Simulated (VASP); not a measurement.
# CaF2 (Fm-3m) in VASP: a series of runs, part 2 of 2

VASP 6.6.1.

## Step 4: Single point, PBE (13.11 Å³/atom)

This run uses another cell than the first one, of 13.11 Å³/atom.

INCAR

```
PREC = Accurate ; ENCUT = 600
EDIFF = 1E-6 ; ISMEAR = 0
SIGMA = 0.02 ; LREAL = F
LASPH = T ; NELM = 120
ALGO = Normal ; ISIF = 2
LWAVE = F ; LCHARG = T
GGA = PE ; LELF = T
LVHAR = T ; NBANDS = 19
GGA_COMPAT = F
```

KPOINTS

```
regular mesh
0
Gamma
  8 8 8
```

POSCAR

```
CaF2
1.0
    0.0000000000      2.6991316399      2.6991316399
    2.6991316399      0.0000000000      2.6991316399
    2.6991316399      2.6991316399      0.0000000000
Ca F
1 2
Direct
    0.0000000000      0.0000000000      0.0000000000
    0.7500000000      0.7500000000      0.7500000000
    0.2500000000      0.2500000000      0.2500000000
```

Potentials or basis: VASP PAW PBE potentials, release 64 (Ca_sv, F).

Command:

```console
$ cat potpaw_PBE.64/Ca_sv/POTCAR potpaw_PBE.64/F/POTCAR > POTCAR
$ mpirun -np 1 vasp_std > vasp.out
```

OUTCAR:

```text
PREC = Accurate
   ENCUT = 600
   EDIFF = 1E-6
   ISMEAR = 0
   LREAL = F
   LASPH = T
   NELM = 120
   ISIF = 2
   GGA = PE

 ion  position               nearest neighbor table
   1  0.000  0.000  0.000-   2 2.34   3 2.34   2 2.34   2 2.34   2 2.34   3 2.34   3 2.34   3 2.34

   2  0.750  0.750  0.750-   1 2.34   1 2.34   1 2.34   1 2.34
   3  0.250  0.250  0.250-   1 2.34   1 2.34   1 2.34   1 2.34

  LATTYP: Found a face centered cubic cell.
 ALAT       =     5.3982632798

  Lattice vectors:

 A1 = (   0.0000000000,   2.6991316399,   2.6991316399)
 A2 = (   2.6991316399,   0.0000000000,   2.6991316399)
 A3 = (   2.6991316399,   2.6991316399,   0.0000000000)

Analysis of symmetry for initial positions (statically):
=====================================================================
 Subroutine PRICEL returns:
 Original cell was already a primitive cell.

 Routine SETGRP: Setting up the symmetry group for a
 face centered cubic supercell.

 Subroutine GETGRP returns: Found 48 space group operations
 (whereof 48 operations were pure point group operations)
 out of a pool of 48 trial point group operations.

The static configuration has the point symmetry O_h .

Analysis of symmetry for dynamics (positions and initial velocities):
=====================================================================
 Subroutine PRICEL returns:
 Original cell was already a primitive cell.

 Routine SETGRP: Setting up the symmetry group for a
 face centered cubic supercell.

 Subroutine GETGRP returns: Found 48 space group operations
 (whereof 48 operations were pure point group operations)
 out of a pool of 48 trial point group operations.

The dynamic configuration has the point symmetry O_h .

 Subroutine INISYM returns: Found 48 space group operations
 (whereof 48 operations are pure point group operations),
[... 113 lines left out ...]
   ISMEAR =     0;   SIGMA  =   0.02  broadening in eV -4-tet -1-fermi 0-gaus
   EFERMI_NEDOS =   21; number of points for ismear=-14 and -15
   IALGO  =     38    algorithm
   IMIX   =      4    mixing-type and parameters
     AMIX     =   0.40;   BMIX     =  1.00
     AMIX_MAG =   1.60;   BMIX_MAG =  1.00
  volume/ion in A,a.u.               =      13.11        88.47
  Fermi-wavevector in a.u.,A,eV,Ry     =   1.388602  2.624078 26.234972  1.928216
  Thomas-Fermi vector in A             =   2.512713
   LORBIT       =      0    0 simple, 1 ext, 2 COOP (PROOUT), +10 PAW based schemes
   GGA     = PE    functional components
   LHFCALC =     F    Hartree Fock is set to
   AEXX    =    0.0000 exact exchange contribution
   IVDW    =     0    specifies the selected vdW correction
   LEPSILON=     F    determine dielectric tensor
   LRPA    =     F    only Hartree local field effects (RPA)
 non-spin polarized calculation
 Gauss-broadening in eV      SIGMA  =   0.02
  energy-cutoff  :      600.00
  volume of cell :       39.33
 maximum number of plane-waves:      1363
   NGX = 15   NGY = 15   NGZ = 15

 number of electron      23.9999982 magnetization

 Free energy of the ion-electron system (eV)
  ---------------------------------------------------
  ext. energy  EPLUGINS =         0.00000000
  ---------------------------------------------------
  free energy    TOTEN  =       -17.29421676 eV

  energy without entropy =      -17.29421676  energy(sigma->0) =      -17.29421676

 E-fermi :  -0.6891     XC(G=0):  -9.8075

 val. band max:       -0.7788860918   @ k =   0.5000   0.5000   0.0000
 cond. band min:       6.7125152890   @ k =   0.0000   0.0000   0.0000
 fundamental gap:      7.4914013807
 Fermi energy:        -0.6890997457

 k-point     1 :       0.0000    0.0000    0.0000
  band No.  band energies     occupation
      1     -36.6352      2.00000
      2     -20.8019      2.00000
      3     -19.9754      2.00000
      4     -17.5738      2.00000
      5     -17.5738      2.00000
      6     -17.5738      2.00000
[... 505 lines left out ...]
      6     -17.1386      2.00000
[... 11 lines left out ...]
     18      11.9920      0.00000
     19      13.8466      0.00000

 [... further k-points ...]

------------------------ aborting loop because EDIFF is reached ----------------------------------------

  FORCE on cell =-STRESS in cart. coord.  units (eV):
  Direction    XX          YY          ZZ          XY          YZ          ZX
  --------------------------------------------------------------------------------------
  -------------------------------------------------------------------------------------
  Total        1.4278011      1.4278011      1.4278011      0.0000000      0.0000000      0.0000000
  in kB       58.1669245     58.1669245     58.1669245      0.0000000      0.0000000      0.0000000
  external PRESSURE =      58.1669245 kB  Pullay stress =       0.0000000 kB

 VOLUME and BASIS-vectors are now :
 -----------------------------------------------------------------------------
  energy-cutoff  :      600.00
  volume of cell :       39.33
      direct lattice vectors                 reciprocal lattice vectors
     0.000000000  2.699131640  2.699131640    -0.185244763  0.185244763  0.185244763
     2.699131640  0.000000000  2.699131640     0.185244763 -0.185244763  0.185244763
     2.699131640  2.699131640  0.000000000     0.185244763  0.185244763 -0.185244763

 POSITION                                       TOTAL-FORCE (eV/Angst)
 -----------------------------------------------------------------------------------
      0.00000      0.00000      0.00000        -0.000000     -0.000000     -0.000000
      4.04870      4.04870      4.04870         0.000000      0.000000      0.000000
      1.34957      1.34957      1.34957        -0.000000     -0.000000     -0.000000
 -----------------------------------------------------------------------------------
    total drift:                                0.000000     -0.000000      0.000000

  FREE ENERGIE OF THE ION-ELECTRON SYSTEM (eV)
  ---------------------------------------------------
  free  energy   TOTEN  =       -17.2942167580 eV

  energy  without entropy=      -17.2942167580  energy(sigma->0) =      -17.29421676
```

stdout:

```text
POSCAR found type information on POSCAR CaF
 POSCAR found :  2 types and       3 ions
 scaLAPACK will be used
 LDA part: xc-table for (Slater+PW92), standard interpolation
 POSCAR, INCAR and KPOINTS ok, starting setup
 FFT: planning ... GRIDC
 FFT: planning ... GRID_SOFT
 FFT: planning ... GRID
 WAVECAR not read
 entering main loop
```

Run time: 12 s. Hardware: 1 thread of Intel Xeon 6975P-C (Granite Rapids), shared host; peak memory 0.18 GiB.

What came out:

```
Free energy            : -17.2942 eV
Pressure               : 5.8 GPa
Band gap on the k mesh : 7.49 eV (least direct gap 7.75 eV)
```

Levels at points of the mesh, in eV from the valence-band top:
```tsv
k point	band 10	band 11	band 12	band 13	band 14	band 15
(0.00, 0.00, 0.00)	-0.26	-0.26	-0.26	7.49	9.30	9.30
(0.50, 0.00, 0.00)	-1.28	-0.86	-0.86	9.54	9.54	9.98
(0.50, 0.50, 0.00)	-0.39	-0.39	0.00	8.22	9.72	10.27
```

Caveat: the cell stands under pressure. A k mesh can miss the band edges.

## Step 5: Overview

| cell | gap on the mesh (eV) | pressure (GPa) |
| --- | --- | --- |
| a = 3.734 Å, angles 60.0°, 3 atoms | 7.90 | 13.7 |
| a = 3.776 Å, angles 60.0°, 3 atoms | 7.69 | 9.4 |
| a = 3.817 Å, angles 60.0°, 3 atoms | 7.49 | 5.8 |

Alike in all rows: task single point; level PBE; potentials or basis VASP PAW PBE potentials, release 64 (Ca_sv, F); no spin polarisation; k mesh 8 × 8 × 8; cutoff (eV) 600; smearing gaussian 0.02 eV.

Caveats: the cell stands under pressure.

Total energies depend on the potentials used, so only differences within one code and one set of settings carry meaning.
